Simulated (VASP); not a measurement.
# MoS2 (R3m) in VASP: further runs

The runs below take MoS2 through single point, with PBE.

Program: VASP 6.6.1. These are calculated values, not measurements. Logs are shortened: lines on timing, memory, paths and dates and some standing lists are left out, and cuts for length are marked.

## Step 1: The cell of the first run

The structure is trigonal, space group R3m (No. 160). The conventional cell has a = 3.073 Å, b = 3.073 Å, c = 17.944 Å, α = 90.00°, β = 90.00°, γ = 120.00°. Within 3.1 Å of Mo (site symmetry 3m) lie 6 S at 2.32 Å and 6 Mo at 3.07 Å. S (site symmetry 3m) has 3 Mo at 2.32 Å and 7 S at 3.00 to 3.07 Å within 3.1 Å. S (site symmetry 3m) has 3 Mo at 2.32 Å and 7 S at 3.00 to 3.07 Å within 3.1 Å.

## Step 2: Single point, PBE

Contents of INCAR:

```
PREC     = Accurate       # precision mode
ENCUT    = 520            # plane-wave cutoff, eV
EDIFF    = 1E-7           # SCF threshold, eV
ISMEAR   = -1             # smearing method
SIGMA    = 0.1            # smearing width, eV
LREAL    = F              # projectors in reciprocal space
LASPH    = T              # aspherical terms in the spheres
NELM     = 60             # most SCF steps
ALGO     = Normal         # electronic algorithm
ISIF     = 2              # what is computed and relaxed
LWAVE    = F              # write WAVECAR
LCHARG   = T              # write CHGCAR
GGA      = PE             # functional
LELF     = T              # ELF
LVHAR    = T            
NBANDS   = 20             # bands
```

Contents of KPOINTS:

```
Automatic mesh
0
Gamma
  11 11 11
```

Contents of POSCAR:

```
MoS2
1.0
    1.5366903454      0.8872081709      5.9814212812
   -1.5366903454      0.8872081709      5.9814212812
    0.0000000000     -1.7744173145      5.9814212812
Mo S
1 2
Direct
    0.0000000000      0.0000000000      0.0000000000
    0.2500000000      0.2500000000      0.2500000000
    0.4170000000      0.4170000000      0.4170000000
```

Potentials or basis: VASP PAW PBE potentials, release 64 (Mo_sv, S).

Command:

```sh
> cat potpaw_PBE.64/Mo_sv/POTCAR potpaw_PBE.64/S/POTCAR > POTCAR
> mpirun -np 1 vasp_std > vasp.out
```

OUTCAR:

```text
PREC = Accurate
   ENCUT = 520
   EDIFF = 1E-7
   ISMEAR = -1
   LREAL = F
   LASPH = T
   NELM = 60
   ISIF = 2
   GGA = PE

 ion  position               nearest neighbor table
   1  0.000  0.000  0.000-   2 2.32   2 2.32   2 2.32   3 2.32   3 2.32   3 2.32
   2  0.250  0.250  0.250-   1 2.32   1 2.32   1 2.32
   3  0.417  0.417  0.417-   1 2.32   1 2.32   1 2.32

  LATTYP: Found a trigonal (rhomboedric) cell.
 ALAT       =     6.2390669254
 COS(alpha) =     0.8786713312

  Lattice vectors:

 A1 = (   1.5366903454,   0.8872081709,   5.9814212812)
 A2 = (  -1.5366903454,   0.8872081709,   5.9814212812)
 A3 = (   0.0000000000,  -1.7744173145,   5.9814212812)

Analysis of symmetry for initial positions (statically):
=====================================================================
 Subroutine PRICEL returns:
 Original cell was already a primitive cell.

 Routine SETGRP: Setting up the symmetry group for a
 trigonal (rhombohedral) supercell.

 Subroutine GETGRP returns: Found  6 space group operations
 (whereof  6 operations were pure point group operations)
 out of a pool of 12 trial point group operations.

The static configuration has the point symmetry C_3v.

Analysis of symmetry for dynamics (positions and initial velocities):
=====================================================================
 Subroutine PRICEL returns:
 Original cell was already a primitive cell.

 Routine SETGRP: Setting up the symmetry group for a
 trigonal (rhombohedral) supercell.

 Subroutine GETGRP returns: Found  6 space group operations
 (whereof  6 operations were pure point group operations)
 out of a pool of 12 trial point group operations.

The dynamic configuration has the point symmetry C_3v.

 Subroutine INISYM returns: Found  6 space group operations
 (whereof  6 operations are pure point group operations),
 and found     1 'primitive' translations

----------------------------------------------------------------------------------------

                                     Primitive cell

  volume of cell :      48.9292

  direct lattice vectors                    reciprocal lattice vectors
     1.536690345  0.887208171  5.981421281     0.325374596  0.187855129  0.055728125
    -1.536690345  0.887208171  5.981421281    -0.325374596  0.187855129  0.055728125
     0.000000000 -1.774417314  5.981421281     0.000000000 -0.375710259  0.055728095

  length of vectors
     6.239066925  6.239066925  6.239067026     0.379820749  0.379820749  0.379820772

  position of ions in fractional coordinates (direct lattice)
     0.000000000  0.000000000  0.000000000
     0.250000000  0.250000000  0.250000000
     0.417000000  0.417000000  0.417000000

  ion indices of the primitive-cell ions
   primitive index   ion index
                 1           1
                 2           2
                 3           3

----------------------------------------------------------------------------------------

 KPOINTS: Automatic mesh

Automatic generation of k-mesh.
 Grid dimensions read from file:
 generate k-points for:   11   11   11

 Generating k-lattice:

  Cartesian coordinates                     Fractional coordinates (reciprocal lattice)
     0.029579509  0.017077739  0.005066193     0.090909091 -0.000000000  0.000000000
    -0.029579509  0.017077739  0.005066193    -0.000000000  0.090909091  0.000000000
     0.000000000 -0.034155478  0.005066190     0.000000000  0.000000000  0.090909091

  Length of vectors
     0.034529159  0.034529159  0.034529161

  Shift w.r.t. Gamma in fractional coordinates (k-lattice)
     0.000000000  0.000000000  0.000000000

 Subroutine IBZKPT returns following result:
 ===========================================

 Found    146 irreducible k-points:

 Following reciprocal coordinates:
            Coordinates               Weight
  0.000000  0.000000  0.000000      1.000000
  0.090909  0.000000  0.000000      6.000000
  0.181818  0.000000  0.000000      6.000000
  0.272727  0.000000  0.000000      6.000000
  0.363636  0.000000  0.000000      6.000000
  0.454545  0.000000  0.000000      6.000000
[... 16 lines left out ...]
 -0.272727  0.181818  0.000000     12.000000
 -0.181818  0.181818  0.000000      6.000000
 [... further k-points ...]
   k-points           NKPTS =    146   k-points in BZ     NKDIM =    146   number of bands    NBANDS=     20
   number of dos      NEDOS =    301   number of ions     NIONS =      3
   total plane-waves  NPLWV = 110592
   dimension x,y,z NGX =    48 NGY =   48 NGZ =   48
   dimension x,y,z NGXF=    96 NGYF=   96 NGZF=   96
   ions per type =               1   2
   NGX,Y,Z   is equivalent  to a cutoff of  12.79, 12.79, 12.79 a.u.
   NGXF,Y,Z  is equivalent  to a cutoff of  25.58, 25.58, 25.58 a.u.
 SYSTEM =  unknown system
   PREC   = accura    normal or accurate (medium, high low for compatibility)
   ISTART =      0    job   : 0-new  1-cont  2-samecut
   ICHARG =      2    charge: 1-file 2-atom 10-const
   ISPIN  =      1    spin polarized calculation?
   LNONCOLLINEAR =      F non collinear calculations
   LSORBIT =      F    spin-orbit coupling
   LASPH  =      T    aspherical Exc in radial PAW
   ENCUT  =  520.0 eV  38.22 Ry    6.18 a.u.  11.60 11.60 11.60*2*pi/ulx,y,z
   NELM   =     60;   NELMIN=  2; NELMDL= -5     # of ELM steps
   EDIFF  = 0.1E-06   stopping-criterion for ELM
   LREAL  =      F    real-space projection
   EDIFFG = 0.1E-05   stopping-criterion for IOM
   NSW    =      0    number of steps for IOM
   IBRION =     -1    ionic relax: 0-MD 1-quasi-New 2-CG
   NFREE  =      0    steps in history (QN), initial steepest desc. (CG)
   ISIF   =      2    stress and relaxation
   ISYM   =      2    0-nonsym 1-usesym 2-fastsym
   POTIM  = 0.5000    time-step for ionic-motion
   TEBEG  =    0.0;   TEEND  =   0.0 temperature during run
   PSTRESS=    0.0 pullay stress
   NELECT =      26.0000    total number of electrons
   NUPDOWN=      -1.0000    fix difference up-down
   EMIN   =  10.00;   EMAX   =-10.00  energy-range for DOS
   EFERMI =   0.00;   METHOD = LEGACY
   ISMEAR =    -1;   SIGMA  =   0.10  broadening in eV -4-tet -1-fermi 0-gaus
   EFERMI_NEDOS =   21; number of points for ismear=-14 and -15
   IALGO  =     38    algorithm
   IMIX   =      4    mixing-type and parameters
     AMIX     =   0.40;   BMIX     =  1.00
     AMIX_MAG =   1.60;   BMIX_MAG =  1.00
  volume/ion in A,a.u.               =      16.31       110.06
  Fermi-wavevector in a.u.,A,eV,Ry     =   1.326000  2.505776 23.922782  1.758275
  Thomas-Fermi vector in A             =   2.455419
   LORBIT       =      0    0 simple, 1 ext, 2 COOP (PROOUT), +10 PAW based schemes
   GGA     = PE    functional components
   LHFCALC =     F    Hartree Fock is set to
   AEXX    =    0.0000 exact exchange contribution
   IVDW    =     0    specifies the selected vdW correction
   LEPSILON=     F    determine dielectric tensor
   LRPA    =     F    only Hartree local field effects (RPA)
 non-spin polarized calculation
  energy-cutoff  :      520.00
  volume of cell :       48.93
 maximum number of plane-waves:      1330
   NGX = 23   NGY = 23   NGZ = 23

 number of electron      26.0000002 magnetization

 Free energy of the ion-electron system (eV)
  ---------------------------------------------------
  ext. energy  EPLUGINS =         0.00000000
  ---------------------------------------------------
  free energy    TOTEN  =       -21.44880213 eV

  energy without entropy =      -21.44848834  energy(sigma->0) =      -21.44864524

 E-fermi :   9.1990     XC(G=0): -11.2438

 val. band max:        8.8622970178   @ k =   0.4545   0.4545   0.4545
 cond. band min:       9.7300178683   @ k =  -0.1818   0.1818   0.0000
 fundamental gap:      0.8677208505
 Fermi energy:         9.1989798586

 k-point     1 :       0.0000    0.0000    0.0000
  band No.  band energies     occupation
      1     -52.7317      2.00000
      2     -26.9938      2.00000
      3     -26.6548      2.00000
      4     -26.6548      2.00000
      5      -6.9072      2.00000
      6      -4.8888      2.00000
[... 12 lines left out ...]
     19      17.2389      0.00000
     20      17.6827      0.00000

 k-point     2 :       0.0909    0.0000    0.0000
  band No.  band energies     occupation
      1     -52.7268      2.00000
      2     -26.9844      2.00000
      3     -26.7008      2.00000
      4     -26.6650      2.00000
      5      -6.7598      2.00000
      6      -4.8531      2.00000
[... 12 lines left out ...]
     19      17.6430      0.00000
     20      17.8384      0.00000

 k-point     3 :       0.1818    0.0000    0.0000
  band No.  band energies     occupation
      1     -52.7137      2.00000
      2     -26.9591      2.00000
      3     -26.8228      2.00000
      4     -26.6923      2.00000
      5      -6.3440      2.00000
      6      -4.7520      2.00000
[... 12 lines left out ...]
     19      17.5917      0.00000
     20      18.1086      0.00000

 k-point     4 :       0.2727    0.0000    0.0000
  band No.  band energies     occupation
      1     -52.6964      2.00000
      2     -26.9793      2.00000
      3     -26.9258      2.00000
      4     -26.7278      2.00000
      5      -5.7404      2.00000
      6      -4.6063      2.00000
[... 12 lines left out ...]
     19      17.0153      0.00000
     20      17.8415      0.00000

 k-point     5 :       0.3636    0.0000    0.0000
  band No.  band energies     occupation
      1     -52.6804      2.00000
      2     -27.1201      2.00000
      3     -26.8950      2.00000
      4     -26.7602      2.00000
      5      -5.0958      2.00000
      6      -4.4572      2.00000
[... 12 lines left out ...]
     19      16.1073      0.00000
     20      16.7155      0.00000
[... 353 lines left out ...]
      6      -4.2843      2.00000
[... 12 lines left out ...]
     19      17.3323      0.00000
     20      17.8691      0.00000

 k-point    22 :      -0.3636    0.1818    0.0000
  band No.  band energies     occupation
      1     -52.6665      2.00000
      2     -27.1538      2.00000
      3     -26.8793      2.00000
      4     -26.8682      2.00000
      5      -4.4502      2.00000
      6      -4.2725      2.00000
[... 12 lines left out ...]
     19      17.2352      0.00000
     20      17.8956      0.00000

 k-point    23 :      -0.2727    0.1818    0.0000
  band No.  band energies     occupation
      1     -52.6745      2.00000
      2     -27.1049      2.00000
      3     -26.8837      2.00000
      4     -26.8418      2.00000
      5      -4.8569      2.00000
      6      -4.3545      2.00000
[... 12 lines left out ...]
     19      16.9718      0.00000
     20      17.9512      0.00000

 k-point    24 :      -0.1818    0.1818    0.0000
  band No.  band energies     occupation
      1     -52.6880      2.00000
      2     -27.0180      2.00000
      3     -26.9096      2.00000
      4     -26.7822      2.00000
      5      -5.4351      2.00000
      6      -4.4974      2.00000
[... 12 lines left out ...]
     19      17.4431      0.00000
     20      18.2466      0.00000

 [... further k-points ...]
[... 5 lines left out ...]
  --------------------------------------------------------------------------------------
  -------------------------------------------------------------------------------------
  Total        6.1511984      6.1511972      7.3643898      0.0000000     -0.0000004     -0.0000000
  in kB      201.4200150    201.4199744    241.1457746      0.0000000     -0.0000131     -0.0000000
  external PRESSURE =     214.6619213 kB  Pullay stress =       0.0000000 kB

 VOLUME and BASIS-vectors are now :
 -----------------------------------------------------------------------------
  energy-cutoff  :      520.00
  volume of cell :       48.93
      direct lattice vectors                 reciprocal lattice vectors
     1.536690345  0.887208171  5.981421281     0.325374596  0.187855129  0.055728125
    -1.536690345  0.887208171  5.981421281    -0.325374596  0.187855129  0.055728125
     0.000000000 -1.774417314  5.981421281     0.000000000 -0.375710259  0.055728095

 POSITION                                       TOTAL-FORCE (eV/Angst)
 -----------------------------------------------------------------------------------
      0.00000      0.00000      0.00000         0.000000     -0.000000      0.103357
      0.00000     -0.00000      4.48607         0.000000      0.000000     -2.111804
      0.00000     -0.00000      7.48276         0.000000     -0.000000      2.008447
 -----------------------------------------------------------------------------------
    total drift:                                0.000000     -0.000003     -0.000010

  FREE ENERGIE OF THE ION-ELECTRON SYSTEM (eV)
  ---------------------------------------------------
  free  energy   TOTEN  =       -21.4488021307 eV

  energy  without entropy=      -21.4484883401  energy(sigma->0) =      -21.44864524
```

It took 4.3 min on 1 thread of AMD EPYC 9R45 (Zen 5), shared host; peak memory 0.35 GiB.

Results:

| Property | Result |
| --- | --- |
| Free energy | -21.4488 eV |
| Pressure | 21.5 GPa |
| Largest force | 2.112 eV/Å |
| Band gap on the k mesh | 0.87 eV, indirect (least direct gap 2.12 eV) |

Forces on the atoms (eV/Å):
```
Mo   0.000  0.000  0.103
S    0.000  0.000 -2.112
S    0.000  0.000  2.008
```

Levels at points of the mesh, in eV from the valence-band top:
```tsv
k point	band 9	band 10	band 11	band 12	band 13	band 14	band 15	band 16	band 17	band 18
(0.00, 0.00, 0.00)	-3.89	-2.61	-2.61	-1.48	-1.34	2.13	2.13	2.70	2.70	5.75
```

Caveat: forces of over 1 eV/Å act on the atoms, so gaps and moduli don't describe the material at rest. A hybrid or GW would open this gap; PBE tends to underestimate it.

## Step 3: Single point, PBE

This run uses another cell than the first one, of 16.78 Å³/atom, 1.029 times its volume.

Contents of INCAR:

```
ALGO = Normal
EDIFF = 1E-6
ENCUT = 520
GGA = PE
ISIF = 2
ISMEAR = -1
LASPH = T
LCHARG = F
LREAL = F
LWAVE = F
NBANDS = 20
NELM = 60
PREC = Accurate
SIGMA = 0.1
```

Contents of KPOINTS:

```
k-points
0
Gamma
  11 11 11
```

Contents of POSCAR:

```
MoS2
1.0
    1.5513964098      0.8956987172      6.0386632405
   -1.5513964098      0.8956987172      6.0386632405
    0.0000000000     -1.7913984162      6.0386632405
Mo S
1 2
Direct
    0.0000000000      0.0000000000      0.0000000000
    0.2500000000      0.2500000000      0.2500000000
    0.4170000000      0.4170000000      0.4170000000
```

Potentials or basis: VASP PAW PBE potentials, release 64 (Mo_sv, S).

Command:

```sh
> cat potpaw_PBE.64/Mo_sv/POTCAR potpaw_PBE.64/S/POTCAR > POTCAR
> mpirun -np 1 vasp_std > vasp.out
```

Run time: 3.8 min. Hardware: 1 thread of AMD EPYC 9R45 (Zen 5), shared host; peak memory 0.36 GiB.

The run converged. Its results:

| Item | Value |
| --- | --- |
| Free energy | -21.6114 eV |
| Pressure | 15.3 GPa |
| Largest force | 1.521 eV/Å |
| Band gap on the k mesh | 0.90 eV, indirect (least direct gap 2.04 eV) |

Forces in eV/Å, atoms in the order of the input:
```
Mo   0.000  0.000  0.097
S    0.000  0.000 -1.521
S    0.000  0.000  1.424
```

Stress tensor (GPa, compression positive):
```
14.14  0.00  0.00
 0.00 14.14  0.00
 0.00  0.00 17.52
```

Levels at points of the mesh, in eV from the valence-band top:
```
           k point  band 10  band 11  band 12  band 13  band 14  band 15  band 16  band 17
(0.00, 0.00, 0.00)    -2.51    -2.51    -1.38    -1.30     2.10     2.10     2.62     2.62
```

Caveat: forces of over 1 eV/Å act on the atoms, so gaps and moduli don't describe the material at rest. A k mesh can miss the band edges.

(Continued in part 2 of 2.)
